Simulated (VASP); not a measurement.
# Pb (P6_3/mmc) in VASP: further runs

Pb is run at these levels: PBEsol, LDA; tasks: single point.

All numbers are computed with VASP 6.6.1; they aren't measurements. Logs are shortened: lines on timing, memory, paths and dates and some standing lists are left out, and cuts for length are marked.

### Step 1. The cell of the first run

The structure is hexagonal, space group P6_3/mmc (No. 194). The conventional cell has a = 3.503 Å, b = 3.503 Å, c = 5.627 Å, α = 90.00°, β = 90.00°, γ = 120.00°. Pb (site symmetry -6m2) has 12 Pb at 3.47 to 3.50 Å within 4.6 Å.

### Step 2. Single point, PBEsol

Contents of INCAR:

```
PREC = Accurate ; ENCUT = 520
EDIFF = 1E-6 ; ISMEAR = -1
SIGMA = 0.05 ; LREAL = False
LASPH = True ; NELM = 60
ALGO = Fast ; ISIF = 2
LWAVE = False ; LCHARG = True
GGA = PS ; LELF = True
LVHAR = True ; NBANDS = 21
```

Contents of KPOINTS:

```
regular mesh
0
Gamma
  9 9 5
```

Contents of POSCAR:

```
Pb
1.0
    3.5030470293      0.0000000000      0.0000000000
   -1.7515235146      3.0337277180      0.0000000000
    0.0000000000      0.0000000000      5.6270209464
Pb
2
Direct
    0.6666666667      0.3333333333      0.7500000000
    0.3333333333      0.6666666667      0.2500000000
```

Potentials or basis: VASP PAW PBE potentials, release 64 (Pb_d).

Command:

```sh
cat potpaw_PBE.64/Pb_d/POTCAR > POTCAR
mpirun -np 1 vasp_std > vasp.out
```

OUTCAR:

```text
PREC = Accurate
   ENCUT = 520
   EDIFF = 1E-6
   ISMEAR = -1
   LREAL = False
   LASPH = True
   NELM = 60
   ISIF = 2
   GGA = PS

 ion  position               nearest neighbor table
   1  0.667  0.333  0.750-   2 3.47   2 3.47   2 3.47   2 3.47   2 3.47   2 3.47
   2  0.333  0.667  0.250-   1 3.47   1 3.47   1 3.47   1 3.47   1 3.47   1 3.47

  LATTYP: Found a hexagonal cell.
 ALAT       =     3.5030470293
 C/A-ratio  =     1.6063218391

  Lattice vectors:

 A1 = (   3.5030470293,   0.0000000000,   0.0000000000)
 A2 = (  -1.7515235146,   3.0337277180,   0.0000000000)
 A3 = (   0.0000000000,   0.0000000000,   5.6270209464)

Analysis of symmetry for initial positions (statically):
=====================================================================
 Subroutine PRICEL returns:
 Original cell was already a primitive cell.

 Routine SETGRP: Setting up the symmetry group for a
 hexagonal supercell.

 Subroutine GETGRP returns: Found 24 space group operations
 (whereof 12 operations were pure point group operations)
 out of a pool of 24 trial point group operations.

The static configuration has the point symmetry D_3d.
 The point group associated with its full space group is D_6h.

Analysis of symmetry for dynamics (positions and initial velocities):
=====================================================================
 Subroutine PRICEL returns:
 Original cell was already a primitive cell.

 Routine SETGRP: Setting up the symmetry group for a
 hexagonal supercell.

 Subroutine GETGRP returns: Found 24 space group operations
 (whereof 12 operations were pure point group operations)
 out of a pool of 24 trial point group operations.

The dynamic configuration has the point symmetry D_3d.
 The point group associated with its full space group is D_6h.

 Subroutine INISYM returns: Found 24 space group operations
 (whereof 12 operations are pure point group operations),
 and found     1 'primitive' translations

----------------------------------------------------------------------------------------

                                     Primitive cell

  volume of cell :      59.8000

  direct lattice vectors                    reciprocal lattice vectors
     3.503047029  0.000000000  0.000000000     0.285465765  0.164813736  0.000000000
    -1.751523515  3.033727718  0.000000000     0.000000000  0.329627473  0.000000000
     0.000000000  0.000000000  5.627020946     0.000000000  0.000000000  0.177713929

  length of vectors
     3.503047029  3.503047029  5.627020946     0.329627473  0.329627473  0.177713929

  position of ions in fractional coordinates (direct lattice)
     0.666666667  0.333333333  0.750000000
     0.333333333  0.666666667  0.250000000

  ion indices of the primitive-cell ions
   primitive index   ion index
                 1           1
                 2           2

----------------------------------------------------------------------------------------

 KPOINTS: regular mesh

Automatic generation of k-mesh.
 Grid dimensions read from file:
 generate k-points for:    9    9    5

 Generating k-lattice:

  Cartesian coordinates                     Fractional coordinates (reciprocal lattice)
     0.031718418  0.018312637  0.000000000     0.111111111  0.000000000  0.000000000
     0.000000000  0.036625275  0.000000000     0.000000000  0.111111111  0.000000000
     0.000000000  0.000000000  0.035542786     0.000000000  0.000000000  0.200000000

  Length of vectors
     0.036625275  0.036625275  0.035542786

  Shift w.r.t. Gamma in fractional coordinates (k-lattice)
     0.000000000  0.000000000  0.000000000

 Subroutine IBZKPT returns following result:
 ===========================================

 Found     36 irreducible k-points:

 Following reciprocal coordinates:
            Coordinates               Weight
  0.000000  0.000000  0.000000      1.000000
  0.111111  0.000000  0.000000      6.000000
  0.222222  0.000000  0.000000      6.000000
  0.333333  0.000000  0.000000      6.000000
  0.444444  0.000000  0.000000      6.000000
  0.111111  0.111111  0.000000      6.000000
[... 16 lines left out ...]
  0.333333  0.222222  0.200000     24.000000
  0.333333  0.333333  0.200000      4.000000
 [... further k-points ...]
   k-points           NKPTS =     36   k-points in BZ     NKDIM =     36   number of bands    NBANDS=     21
   number of dos      NEDOS =    301   number of ions     NIONS =      2
   total plane-waves  NPLWV =  32928
   dimension x,y,z NGX =    28 NGY =   28 NGZ =   42
   dimension x,y,z NGXF=    56 NGYF=   56 NGZF=   84
   ions per type =               2
   NGX,Y,Z   is equivalent  to a cutoff of  13.29, 13.29, 12.41 a.u.
   NGXF,Y,Z  is equivalent  to a cutoff of  26.58, 26.58, 24.82 a.u.
 SYSTEM =  unknown system
   PREC   = accura    normal or accurate (medium, high low for compatibility)
   ISTART =      0    job   : 0-new  1-cont  2-samecut
   ICHARG =      2    charge: 1-file 2-atom 10-const
   ISPIN  =      1    spin polarized calculation?
   LNONCOLLINEAR =      F non collinear calculations
   LSORBIT =      F    spin-orbit coupling
   LASPH  =      T    aspherical Exc in radial PAW
   ENCUT  =  520.0 eV  38.22 Ry    6.18 a.u.   6.51  6.51 10.46*2*pi/ulx,y,z
   NELM   =     60;   NELMIN=  2; NELMDL= -5     # of ELM steps
   EDIFF  = 0.1E-05   stopping-criterion for ELM
   LREAL  =      F    real-space projection
   EDIFFG = 0.1E-04   stopping-criterion for IOM
   NSW    =      0    number of steps for IOM
   IBRION =     -1    ionic relax: 0-MD 1-quasi-New 2-CG
   NFREE  =      0    steps in history (QN), initial steepest desc. (CG)
   ISIF   =      2    stress and relaxation
   ISYM   =      2    0-nonsym 1-usesym 2-fastsym
   POTIM  = 0.5000    time-step for ionic-motion
   TEBEG  =    0.0;   TEEND  =   0.0 temperature during run
   PSTRESS=    0.0 pullay stress
   NELECT =      28.0000    total number of electrons
   NUPDOWN=      -1.0000    fix difference up-down
   EMIN   =  10.00;   EMAX   =-10.00  energy-range for DOS
   EFERMI =   0.00;   METHOD = LEGACY
   ISMEAR =    -1;   SIGMA  =   0.05  broadening in eV -4-tet -1-fermi 0-gaus
   EFERMI_NEDOS =   21; number of points for ismear=-14 and -15
   IALGO  =     68    algorithm
   IMIX   =      4    mixing-type and parameters
     AMIX     =   0.40;   BMIX     =  1.00
     AMIX_MAG =   1.60;   BMIX_MAG =  1.00
  volume/ion in A,a.u.               =      29.90       201.78
  Fermi-wavevector in a.u.,A,eV,Ry     =   1.271239  2.402293 21.987669  1.616048
  Thomas-Fermi vector in A             =   2.404183
   LORBIT       =      0    0 simple, 1 ext, 2 COOP (PROOUT), +10 PAW based schemes
   GGA     = PS    functional components
   LHFCALC =     F    Hartree Fock is set to
   AEXX    =    0.0000 exact exchange contribution
   IVDW    =     0    specifies the selected vdW correction
   LEPSILON=     F    determine dielectric tensor
   LRPA    =     F    only Hartree local field effects (RPA)
 non-spin polarized calculation
 RMM-DIIS sequential band-by-band and
  energy-cutoff  :      520.00
  volume of cell :       59.80
 maximum number of plane-waves:      1641
 NGX is ok and might be reduce to    28
   NGX = 13   NGY = 13   NGZ = 21

 number of electron      28.0000002 magnetization

 Free energy of the ion-electron system (eV)
  ---------------------------------------------------
  ext. energy  EPLUGINS =         0.00000000
  ---------------------------------------------------
  free energy    TOTEN  =        -7.95033007 eV

  energy without entropy =       -7.93878989  energy(sigma->0) =       -7.94455998

 E-fermi :   7.2073     XC(G=0): -10.4101

 val. band max:        7.0930097170   @ k =   0.3333   0.2222   0.0000
 cond. band min:       7.2203974473   @ k =   0.3333   0.1111   0.2000
 fundamental gap:      0.1273877303
 Fermi energy:         7.2072651714

 k-point     1 :       0.0000    0.0000    0.0000
  band No.  band energies     occupation
      1      -9.7704      2.00000
      2      -9.7265      2.00000
      3      -9.7265      2.00000
      4      -9.7252      2.00000
      5      -9.7031      2.00000
      6      -9.7031      2.00000
[... 13 lines left out ...]
     20      16.2283      0.00000
     21      18.7271      0.00000

 k-point     2 :       0.1111    0.0000    0.0000
  band No.  band energies     occupation
      1      -9.7740      2.00000
      2      -9.7401      2.00000
      3      -9.7007      2.00000
      4      -9.6978      2.00000
      5      -9.6834      2.00000
      6      -9.6752      2.00000
[... 13 lines left out ...]
     20      17.2163      0.00000
     21      17.8674      0.00000

 k-point     3 :       0.2222    0.0000    0.0000
  band No.  band energies     occupation
      1      -9.8181      2.00000
      2      -9.7270      2.00000
      3      -9.7043      2.00000
      4      -9.6901      2.00000
      5      -9.6771      2.00000
      6      -9.6247      2.00000
[... 13 lines left out ...]
     20      16.8151      0.00000
     21      17.9615      0.00000

 k-point     4 :       0.3333    0.0000    0.0000
  band No.  band energies     occupation
      1      -9.8651      2.00000
      2      -9.7543      2.00000
      3      -9.7407      2.00000
      4      -9.7177      2.00000
      5      -9.6291      2.00000
      6      -9.5748      2.00000
[... 13 lines left out ...]
     20      15.9988      0.00000
     21      17.6420      0.00000

 k-point     5 :       0.4444    0.0000    0.0000
  band No.  band energies     occupation
      1      -9.8942      2.00000
      2      -9.7898      2.00000
      3      -9.7539      2.00000
      4      -9.7346      2.00000
      5      -9.5994      2.00000
      6      -9.5971      2.00000
[... 13 lines left out ...]
     20      15.5689      0.00000
     21      17.4453      0.00000
[... 382 lines left out ...]
     20      15.0120      0.00000
     21      18.2130      0.00000

 k-point    22 :       0.2222    0.2222    0.2000
  band No.  band energies     occupation
      1      -9.7892      2.00000
      2      -9.7564      2.00000
      3      -9.7320      2.00000
      4      -9.7304      2.00000
      5      -9.6410      2.00000
      6      -9.5946      2.00000
[... 13 lines left out ...]
     20      17.3025      0.00000
     21      17.9666      0.00000

 k-point    23 :       0.3333    0.2222    0.2000
  band No.  band energies     occupation
      1      -9.8018      2.00000
      2      -9.7710      2.00000
      3      -9.7319      2.00000
      4      -9.6858      2.00000
      5      -9.6533      2.00000
      6      -9.5795      2.00000
[... 13 lines left out ...]
     20      17.8849      0.00000
     21      18.4846      0.00000

 k-point    24 :       0.3333    0.3333    0.2000
  band No.  band energies     occupation
      1      -9.8032      2.00000
      2      -9.7330      2.00000
      3      -9.7330      2.00000
      4      -9.6310      2.00000
      5      -9.6291      2.00000
      6      -9.6291      2.00000
[... 13 lines left out ...]
     20      19.7458      0.00000
     21      19.7506      0.00000

 [... further k-points ...]
[... 5 lines left out ...]
  --------------------------------------------------------------------------------------
  -------------------------------------------------------------------------------------
  Total       -0.4037524     -0.4037524      0.8392290     -0.0000000      0.0000000      0.0000000
  in kB      -10.8174423    -10.8174423     22.4848485     -0.0000000      0.0000000      0.0000000
  external PRESSURE =       0.2833213 kB  Pullay stress =       0.0000000 kB

 VOLUME and BASIS-vectors are now :
 -----------------------------------------------------------------------------
  energy-cutoff  :      520.00
  volume of cell :       59.80
      direct lattice vectors                 reciprocal lattice vectors
     3.503047029  0.000000000  0.000000000     0.285465765  0.164813736  0.000000000
    -1.751523515  3.033727718  0.000000000     0.000000000  0.329627473  0.000000000
     0.000000000  0.000000000  5.627020946     0.000000000  0.000000000  0.177713929

 POSITION                                       TOTAL-FORCE (eV/Angst)
 -----------------------------------------------------------------------------------
      1.75152      1.01124      4.22027         0.000000     -0.000000      0.000000
     -0.00000      2.02249      1.40676        -0.000000      0.000000      0.000000
 -----------------------------------------------------------------------------------
    total drift:                               -0.000000      0.000000     -0.000000

  FREE ENERGIE OF THE ION-ELECTRON SYSTEM (eV)
  ---------------------------------------------------
  free  energy   TOTEN  =        -7.9503300742 eV

  energy  without entropy=       -7.9387898935  energy(sigma->0) =       -7.94455998
```

It took 19 s on 1 thread of Intel Xeon 6975P-C (Granite Rapids), shared host; peak memory 0.19 GiB.

Results:

- Free energy: -7.9503 eV
- Pressure: 0.0 GPa
- Band gap on the k mesh: zero (band 14 reaches 12.87 eV, above the bottom of band 15 at 5.25 eV)

Stress tensor (GPa, compression positive):
```
-1.08  0.00  0.00
 0.00 -1.08  0.00
 0.00  0.00  2.25
```

Levels at points of the mesh, in eV from the Fermi level:
```
           k point  band 12  band 13  band 14  band 15  band 16  band 17
(0.00, 0.00, 0.00)    -7.96    -4.19     5.50     5.50     7.36     7.36
```

Caveat: the PAW data sets were made with another functional, which shifts forces and pressure a little; spin-orbit coupling is left out, which moves the levels of the heavy elements.

### Step 3. Single point, LDA

This run uses another cell than the first one, of 30.49 Å³/atom, 1.020 times its volume.

Contents of INCAR:

```
SYSTEM = Pb
ALGO = Fast ; EDIFF = 1E-6
ENCUT = 520 ; GGA = CA
ISIF = 2 ; ISMEAR = -1
LASPH = .TRUE. ; LCHARG = .TRUE.
LELF = .TRUE. ; LREAL = .FALSE.
LVHAR = .TRUE. ; LWAVE = .FALSE.
NBANDS = 21 ; NELM = 60
PREC = Accurate ; SIGMA = 0.05
```

Contents of KPOINTS:

```
k-points
0
G
  9 9 5
  0 0 0
```

Contents of POSCAR:

```
Pb
1.0
    3.5257947253      0.0000000000      0.0000000000
   -1.7628973626      3.0534278007      0.0000000000
    0.0000000000      0.0000000000      5.6635610674
Pb
2
Direct
    0.6666666667      0.3333333333      0.7500000000
    0.3333333333      0.6666666667      0.2500000000
```

Potentials or basis: VASP PAW LDA potentials, release 64 (Pb_d).

Command:

```sh
cat potpaw_LDA.64/Pb_d/POTCAR > POTCAR
mpirun -np 1 vasp_std > vasp.out
```

Run time: 18 s. Hardware: 1 thread of Intel Xeon 6975P-C (Granite Rapids), shared host; peak memory 0.17 GiB.

The run converged. Its results:

| Item | Value |
| --- | --- |
| Free energy | -8.4402 eV |
| Pressure | -2.2 GPa |
| Band gap on the k mesh | zero (band 14 reaches 12.39 eV, above the bottom of band 15 at 5.02 eV) |

Stress tensor (GPa, compression positive):
```
-3.15  0.00  0.00
 0.00 -3.15  0.00
 0.00  0.00 -0.36
```

Levels at points of the mesh, in eV from the Fermi level:
```tsv
k point	band 12	band 13	band 14	band 15	band 16	band 17
(0.00, 0.00, 0.00)	-7.96	-4.07	5.34	5.34	7.16	7.16
```

Caveat: spin-orbit coupling is left out, which moves the levels of the heavy elements.
